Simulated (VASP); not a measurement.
# TaAs in VASP: notebook

Runs on TaAs. Level: PBE. Tasks: single point.

Program: VASP 6.6.1. These are calculated values, not measurements. Logs are shortened: lines on timing, memory, paths and dates and some standing lists are left out, and cuts for length are marked.

## Step 1: The cell of the first run

The cell holds a slab with vacuum, 8 atoms: a = 3.463 Å, b = 3.463 Å, c = 24.766 Å, α = 90.00°, β = 90.00°, γ = 90.00°.

## Step 2: Single point, PBE

File INCAR:

```
PREC = Accurate
ENCUT = 520
EDIFF = 1E-6
ISMEAR = 0
SIGMA = 0.1
LREAL = F
LASPH = T
NELM = 80
ALGO = Fast
ISIF = 2
LWAVE = F
LCHARG = F
LDIPOL = T
IDIPOL = 3
DIPOL = 0.5 0.5 0.500
GGA = PE
NBANDS = 42
```

File KPOINTS:

```
Automatic mesh
0
Gamma
  10 10 1
```

File POSCAR:

```
TaAs
1.0
    3.4628971702      0.0000000000      0.0000000000
    0.0000000000      3.4628971702      0.0000000000
    0.0000000000      0.0000000000     24.7661227533
Ta As
4 4
Direct
    0.5000000000      0.5000000000      0.3028330302
    0.0000000000      0.5000000000      0.4212870572
    0.0000000000      0.0000000000      0.5397410842
    0.5000000000      0.0000000000      0.6581951112
    0.0000000000      0.0000000000      0.3418048888
    0.5000000000      0.0000000000      0.4602589158
    0.5000000000      0.5000000000      0.5787129428
    0.0000000000      0.5000000000      0.6971669698
```

Potentials or basis: VASP PAW PBE potentials, release 64 (Ta_pv, As).

Run with:

```sh
> cat potpaw_PBE.64/Ta_pv/POTCAR potpaw_PBE.64/As/POTCAR > POTCAR
> mpirun -np 1 vasp_std > vasp.out
```

OUTCAR:

```text
PREC = Accurate
   ENCUT = 520
   EDIFF = 1E-6
   ISMEAR = 0
   LREAL = F
   LASPH = T
   NELM = 80
   ISIF = 2
   GGA = PE

 ion  position               nearest neighbor table
   1  0.500  0.500  0.303-   5 2.63   5 2.63   5 2.63   5 2.63   2 3.41   2 3.41
   2  0.000  0.500  0.421-   5 2.62   5 2.62   6 2.63   6 2.63   6 2.63   6 2.63   1 3.41   1 3.41
                             3 3.41   3 3.41
   3  0.000  0.000  0.540-   6 2.62   6 2.62   7 2.63   7 2.63   7 2.63   7 2.63   4 3.41   4 3.41
                             2 3.41   2 3.41
   4  0.500  0.000  0.658-   7 2.62   7 2.62   8 2.63   8 2.63   8 2.63   8 2.63   3 3.41   3 3.41

   5  0.000  0.000  0.342-   2 2.62   2 2.62   1 2.63   1 2.63   1 2.63   1 2.63
   6  0.500  0.000  0.460-   3 2.62   3 2.62   2 2.63   2 2.63   2 2.63   2 2.63
   7  0.500  0.500  0.579-   4 2.62   4 2.62   3 2.63   3 2.63   3 2.63   3 2.63
   8  0.000  0.500  0.697-   4 2.63   4 2.63   4 2.63   4 2.63

  LATTYP: Found a simple tetragonal cell.
 ALAT       =     3.4628971702
 C/A-ratio  =     7.1518504697

  Lattice vectors:

 A1 = (   3.4628971702,   0.0000000000,   0.0000000000)
 A2 = (   0.0000000000,   3.4628971702,   0.0000000000)
 A3 = (   0.0000000000,   0.0000000000,  24.7661227533)

Analysis of symmetry for initial positions (statically):
=====================================================================
 Subroutine PRICEL returns:
 Original cell was already a primitive cell.

 Routine SETGRP: Setting up the symmetry group for a
 simple tetragonal supercell.

 Subroutine GETGRP returns: Found  4 space group operations
 (whereof  4 operations were pure point group operations)
 out of a pool of 16 trial point group operations.

The static configuration has the point symmetry C_2v.

Analysis of symmetry for dynamics (positions and initial velocities):
=====================================================================
 Subroutine PRICEL returns:
 Original cell was already a primitive cell.

 Routine SETGRP: Setting up the symmetry group for a
 simple tetragonal supercell.

 Subroutine GETGRP returns: Found  4 space group operations
 (whereof  4 operations were pure point group operations)
 out of a pool of 16 trial point group operations.

The dynamic configuration has the point symmetry C_2v.

 Subroutine INISYM returns: Found  4 space group operations
 (whereof  4 operations are pure point group operations),
 and found     1 'primitive' translations

----------------------------------------------------------------------------------------

                                     Primitive cell

  volume of cell :     296.9868

  direct lattice vectors                    reciprocal lattice vectors
     3.462897170  0.000000000  0.000000000     0.288775540  0.000000000  0.000000000
     0.000000000  3.462897170  0.000000000     0.000000000  0.288775540  0.000000000
     0.000000000  0.000000000 24.766122753     0.000000000  0.000000000  0.040377737

  length of vectors
     3.462897170  3.462897170 24.766122753     0.288775540  0.288775540  0.040377737

  position of ions in fractional coordinates (direct lattice)
     0.500000000  0.500000000  0.302833030
     0.000000000  0.500000000  0.421287057
     0.000000000  0.000000000  0.539741084
     0.500000000  0.000000000  0.658195111
     0.000000000  0.000000000  0.341804889
     0.500000000  0.000000000  0.460258916
     0.500000000  0.500000000  0.578712943
     0.000000000  0.500000000  0.697166970

  ion indices of the primitive-cell ions
   primitive index   ion index
                 1           1
                 2           2
                 3           3
                 4           4
                 5           5
                 6           6
                 7           7
                 8           8

----------------------------------------------------------------------------------------

 KPOINTS: Automatic mesh

Automatic generation of k-mesh.
 Grid dimensions read from file:
 generate k-points for:   10   10    1

 Generating k-lattice:

  Cartesian coordinates                     Fractional coordinates (reciprocal lattice)
     0.028877554  0.000000000  0.000000000     0.100000000  0.000000000  0.000000000
     0.000000000  0.028877554  0.000000000     0.000000000  0.100000000  0.000000000
     0.000000000  0.000000000  0.040377737     0.000000000  0.000000000  1.000000000

  Length of vectors
     0.028877554  0.028877554  0.040377737

  Shift w.r.t. Gamma in fractional coordinates (k-lattice)
     0.000000000  0.000000000  0.000000000

 Subroutine IBZKPT returns following result:
 ===========================================

 Found     36 irreducible k-points:

 Following reciprocal coordinates:
            Coordinates               Weight
  0.000000  0.000000  0.000000      1.000000
  0.100000  0.000000  0.000000      2.000000
  0.000000  0.100000  0.000000      2.000000
  0.200000  0.000000  0.000000      2.000000
  0.000000  0.200000  0.000000      2.000000
  0.300000  0.000000  0.000000      2.000000
[... 16 lines left out ...]
 -0.200000  0.300000  0.000000      4.000000
  0.400000  0.200000  0.000000      4.000000
 [... further k-points ...]
   k-points           NKPTS =     36   k-points in BZ     NKDIM =     36   number of bands    NBANDS=     42
   number of dos      NEDOS =    301   number of ions     NIONS =      8
   total plane-waves  NPLWV = 150528
   dimension x,y,z NGX =    28 NGY =   28 NGZ =  192
   dimension x,y,z NGXF=    56 NGYF=   56 NGZF=  384
   ions per type =               4   4
   NGX,Y,Z   is equivalent  to a cutoff of  13.44, 13.44, 12.89 a.u.
   NGXF,Y,Z  is equivalent  to a cutoff of  26.88, 26.88, 25.78 a.u.
 SYSTEM =  unknown system
   PREC   = accura    normal or accurate (medium, high low for compatibility)
   ISTART =      0    job   : 0-new  1-cont  2-samecut
   ICHARG =      2    charge: 1-file 2-atom 10-const
   ISPIN  =      1    spin polarized calculation?
   LNONCOLLINEAR =      F non collinear calculations
   LSORBIT =      F    spin-orbit coupling
   LASPH  =      T    aspherical Exc in radial PAW
   ENCUT  =  520.0 eV  38.22 Ry    6.18 a.u.   6.44  6.44 46.05*2*pi/ulx,y,z
   NELM   =     80;   NELMIN=  2; NELMDL= -5     # of ELM steps
   EDIFF  = 0.1E-05   stopping-criterion for ELM
   LREAL  =      F    real-space projection
   EDIFFG = 0.1E-04   stopping-criterion for IOM
   NSW    =      0    number of steps for IOM
   IBRION =     -1    ionic relax: 0-MD 1-quasi-New 2-CG
   NFREE  =      0    steps in history (QN), initial steepest desc. (CG)
   ISIF   =      2    stress and relaxation
   ISYM   =      2    0-nonsym 1-usesym 2-fastsym
   POTIM  = 0.5000    time-step for ionic-motion
   TEBEG  =    0.0;   TEEND  =   0.0 temperature during run
   PSTRESS=    0.0 pullay stress
   NELECT =      64.0000    total number of electrons
   NUPDOWN=      -1.0000    fix difference up-down
   EMIN   =  10.00;   EMAX   =-10.00  energy-range for DOS
   EFERMI =   0.00;   METHOD = LEGACY
   ISMEAR =     0;   SIGMA  =   0.10  broadening in eV -4-tet -1-fermi 0-gaus
   EFERMI_NEDOS =   21; number of points for ismear=-14 and -15
   IALGO  =     68    algorithm
   IMIX   =      4    mixing-type and parameters
     AMIX     =   0.40;   BMIX     =  1.00
     AMIX_MAG =   1.60;   BMIX_MAG =  1.00
  volume/ion in A,a.u.               =      37.12       250.52
  Fermi-wavevector in a.u.,A,eV,Ry     =   0.981497  1.854761 13.106993  0.963337
  Thomas-Fermi vector in A             =   2.112508
   LORBIT       =      0    0 simple, 1 ext, 2 COOP (PROOUT), +10 PAW based schemes
   GGA     = PE    functional components
   LHFCALC =     F    Hartree Fock is set to
   AEXX    =    0.0000 exact exchange contribution
   IVDW    =     0    specifies the selected vdW correction
   LEPSILON=     F    determine dielectric tensor
   LRPA    =     F    only Hartree local field effects (RPA)
 non-spin polarized calculation
 RMM-DIIS sequential band-by-band and
 Gauss-broadening in eV      SIGMA  =   0.10
  energy-cutoff  :      520.00
  volume of cell :      296.99
 maximum number of plane-waves:      8093
 NGX is ok and might be reduce to    28
   NGX = 13   NGY = 13   NGZ = 93

 dipolmoment           0.000000      0.000000     -0.263112 electrons x Angstroem

 number of electron      63.9999996 magnetization

 dipolmoment           0.000000      0.000000      0.043065 electrons x Angstroem

 Free energy of the ion-electron system (eV)
  ---------------------------------------------------
  ext. energy  EPLUGINS =         0.00000000
  ---------------------------------------------------
  free energy    TOTEN  =       -66.98066587 eV

  energy without entropy =      -66.95638201  energy(sigma->0) =      -66.96852394

 E-fermi :   0.7445     XC(G=0):  -6.4136

 val. band max:        0.7439042339   @ k =   0.5000   0.2000   0.0000
 cond. band min:       0.7454495397   @ k =   0.4000   0.1000   0.0000
 fundamental gap:      0.0015453058
 Fermi energy:         0.7444859156

 k-point     1 :       0.0000    0.0000    0.0000
  band No.  band energies     occupation
      1     -34.2763      2.00000
      2     -34.1769      2.00000
      3     -34.1627      2.00000
      4     -34.1410      2.00000
      5     -34.0773      2.00000
      6     -34.0475      2.00000
[... 34 lines left out ...]
     41       3.7308      0.00000
     42       3.8009      0.00000

 k-point     2 :       0.1000    0.0000    0.0000
  band No.  band energies     occupation
      1     -34.2743      2.00000
      2     -34.1754      2.00000
      3     -34.1616      2.00000
      4     -34.1548      2.00000
      5     -34.0759      2.00000
      6     -34.0557      2.00000
[... 34 lines left out ...]
     41       3.3536      0.00000
     42       3.9553      0.00000

 k-point     3 :       0.0000    0.1000    0.0000
  band No.  band energies     occupation
      1     -34.2749      2.00000
      2     -34.1898      2.00000
      3     -34.1609      2.00000
      4     -34.1395      2.00000
      5     -34.0928      2.00000
      6     -34.0440      2.00000
[... 34 lines left out ...]
     41       3.6633      0.00000
     42       3.9694      0.00000

 k-point     4 :       0.2000    0.0000    0.0000
  band No.  band energies     occupation
      1     -34.2694      2.00000
      2     -34.1906      2.00000
      3     -34.1715      2.00000
      4     -34.1608      2.00000
      5     -34.0859      2.00000
      6     -34.0723      2.00000
[... 844 lines left out ...]
     41       3.8682      0.00000
     42       4.1722      0.00000

 k-point    23 :      -0.2000    0.3000    0.0000
  band No.  band energies     occupation
      1     -34.2633      2.00000
      2     -34.2550      2.00000
      3     -34.1790      2.00000
      4     -34.1749      2.00000
      5     -34.1458      2.00000
      6     -34.0763      2.00000
[... 34 lines left out ...]
     41       3.9470      0.00000
     42       4.2366      0.00000

 k-point    24 :       0.4000    0.2000    0.0000
  band No.  band energies     occupation
      1     -34.2631      2.00000
      2     -34.2520      2.00000
      3     -34.2070      2.00000
      4     -34.1922      2.00000
      5     -34.1183      2.00000
      6     -34.1051      2.00000
[... 34 lines left out ...]
     41       3.9791      0.00000
     42       4.0437      0.00000

 [... further k-points ...]

------------------------ aborting loop because EDIFF is reached ----------------------------------------

 vacuum level on the upper side and lower side of the slab       (xc-potential included)         0.143        -0.515

  FORCE on cell =-STRESS in cart. coord.  units (eV):
  Direction    XX          YY          ZZ          XY          YZ          ZX
  --------------------------------------------------------------------------------------
  -------------------------------------------------------------------------------------
  Total       -3.9578142     -2.7212118     -0.0170380      0.0000000      0.0000000      0.0000000
  in kB      -21.3515185    -14.6803263     -0.0919162      0.0000000      0.0000000      0.0000000
  external PRESSURE =     -12.0412537 kB  Pullay stress =       0.0000000 kB

 VOLUME and BASIS-vectors are now :
 -----------------------------------------------------------------------------
  energy-cutoff  :      520.00
  volume of cell :      296.99
      direct lattice vectors                 reciprocal lattice vectors
     3.462897170  0.000000000  0.000000000     0.288775540  0.000000000  0.000000000
     0.000000000  3.462897170  0.000000000     0.000000000  0.288775540  0.000000000
     0.000000000  0.000000000 24.766122753     0.000000000  0.000000000  0.040377737

 POSITION                                       TOTAL-FORCE (eV/Angst)
 -----------------------------------------------------------------------------------
      1.73145      1.73145      7.50000         0.000000      0.000000      0.911391
      0.00000      1.73145     10.43365         0.000000      0.000000     -0.164469
      0.00000      0.00000     13.36729         0.000000      0.000000     -0.287507
      1.73145      0.00000     16.30094         0.000000      0.000000     -0.274981
      0.00000      0.00000      8.46518         0.000000      0.000000     -0.842753
      1.73145      0.00000     11.39883         0.000000      0.000000      0.143634
      1.73145      1.73145     14.33248         0.000000      0.000000      0.057685
      0.00000      1.73145     17.26612         0.000000      0.000000      0.457001
 -----------------------------------------------------------------------------------
    total drift:                                0.000000      0.000000      0.000254

  FREE ENERGIE OF THE ION-ELECTRON SYSTEM (eV)
  ---------------------------------------------------
  free  energy   TOTEN  =       -66.9806658727 eV

  energy  without entropy=      -66.9563820052  energy(sigma->0) =      -66.96852394

 vacuum level on the upper side and lower side of the slab         5.702         5.004
```

Wall time 34 min (1 thread of Oxide Virtual Turin-like, shared host); peak memory 0.58 GiB.

Results:

```yaml
Free_energy: -66.9807 eV
Largest_force: 0.911 eV/Å
Band_gap_on_the_k_mesh: zero (bands 32 and 33 overlap by 1.04 eV)
```

Forces in eV/Å, atoms in the order of the input:
```
Ta   0.000  0.000  0.911
Ta   0.000  0.000 -0.164
Ta   0.000  0.000 -0.288
Ta   0.000  0.000 -0.275
As   0.000  0.000 -0.843
As   0.000  0.000  0.144
As   0.000  0.000  0.058
As   0.000  0.000  0.457
```

Levels at points of the mesh, in eV from the Fermi level:
```csv
k point,band 30,band 31,band 32,band 33,band 34,band 35
"(0.00, 0.00, 0.00)",-1.17,-0.47,-0.37,-0.20,1.10,1.32
"(0.50, 0.00, 0.00)",-0.99,0.03,0.24,0.28,0.77,0.93
"(0.00, 0.50, 0.00)",-0.75,-0.06,0.17,0.23,0.35,0.36
"(0.50, 0.50, 0.00)",-0.90,-0.89,0.81,0.82,1.49,2.33
```

Caveat: spin-orbit coupling is left out, which moves the levels of the heavy elements.

## Step 3: Single point, PBE

File INCAR:

```
SYSTEM = TaAs
  PREC = Accurate
  ENCUT = 520
  EDIFF = 1E-7
  ISMEAR = 0
  SIGMA = 0.1
  LREAL = .False.
  LASPH = .True.
  NELM = 80
  ALGO = Fast
  ISIF = 2
  LWAVE = .False.
  LCHARG = .False.
  LDIPOL = .True.
  IDIPOL = 3
  DIPOL = 0.5 0.5 0.500
  GGA = PE
  NBANDS = 42
```

File KPOINTS:

```
regular mesh
0
Gamma
  10 10 1
  0 0 0
```

File POSCAR:

```
TaAs
1.0
    3.4628971702      0.0000000000      0.0000000000
    0.0000000000      3.4628971702      0.0000000000
    0.0000000000      0.0000000000     24.7661227533
Ta As
4 4
Direct
    0.5000000000      0.5000000000      0.3072875949
    0.0000000000      0.5000000000      0.4197649442
    0.0000000000      0.0000000000      0.5383773754
    0.5000000000      0.0000000000      0.6578071093
    0.0000000000      0.0000000000      0.3391925521
    0.5000000000      0.0000000000      0.4592187737
    0.5000000000      0.5000000000      0.5784138518
    0.0000000000      0.5000000000      0.6999377987
```

Potentials or basis: VASP PAW PBE potentials, release 64 (Ta_pv, As).

Run with:

```sh
> cat potpaw_PBE.64/Ta_pv/POTCAR potpaw_PBE.64/As/POTCAR > POTCAR
> mpirun -np 1 vasp_std > vasp.out
```

It took 30 min on 1 thread of Oxide Virtual Turin-like, shared host; peak memory 0.59 GiB.

The run converged. Its results:

- Free energy: -67.0765 eV
- Largest force: 0.029 eV/Å
- Band gap on the k mesh: zero (bands 32 and 33 overlap by 0.72 eV)

Forces on the atoms (eV/Å):
```
Ta   0.000  0.000 -0.029
Ta   0.000  0.000  0.001
Ta   0.000  0.000  0.008
Ta   0.000  0.000  0.005
As   0.000  0.000 -0.001
As   0.000  0.000 -0.004
As   0.000  0.000 -0.001
As   0.000  0.000  0.021
```

Levels at points of the mesh, in eV from the Fermi level:
```csv
k point,band 29,band 30,band 31,band 32,band 33,band 34,band 35,band 36
"(0.00, 0.00, 0.00)",-1.11,-1.09,-0.42,-0.23,-0.07,1.03,1.34,1.62
"(0.50, 0.00, 0.00)",-1.31,-1.06,0.08,0.18,0.35,0.80,1.27,1.32
"(0.00, 0.50, 0.00)",-0.70,-0.47,0.02,0.06,0.27,0.32,0.51,1.25
"(0.50, 0.50, 0.00)",-1.12,-0.79,-0.76,0.53,0.56,1.46,2.46,3.00
```

Caveat: spin-orbit coupling is left out, which moves the levels of the heavy elements.

The gap in the log of VASP goes by the Fermi energy; the results here count the filled bands.